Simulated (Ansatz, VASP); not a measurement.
# VN: VASP beside Ansatz

```
V N
1.0
     0.00000    2.01465    2.01465
     2.01465    0.00000    2.01465
     2.01465    2.01465    0.00000
V N
1 1
Direct
  0.00000 0.00000 0.00000
  0.50000 0.50000 0.50000
```

Alike in both runs: task single point; functional RPBE; dispersion D4; k mesh 10 × 10 × 10; occupations gaussian, width 0.05 eV; collinear spin.

|  | VASP | Ansatz |
| --- | --- | --- |
| version | VASP 6.6.1 | Ansatz 0.2.0 |
| potentials or method | VASP PAW PBE potentials, release 64 (V_sv, N), cutoff 600 eV | scalar-relativistic, plane waves, PAW |
| valence electrons in the cell | 18 | 18 |

```tsv
	VASP	Ansatz	Ansatz less VASP
gap on the k mesh at the Fermi level (eV)	none	none	-
pressure (GPa)	8.1	7.0	-1.08
net moment per atom (μB)	0.00	0.00	-0.001
```

VASP's potentials were made for PBE, not for RPBE. A gap of «none» marks a metal or a gap that the smearing closes. Ansatz's warnings: seeded moment not kept.
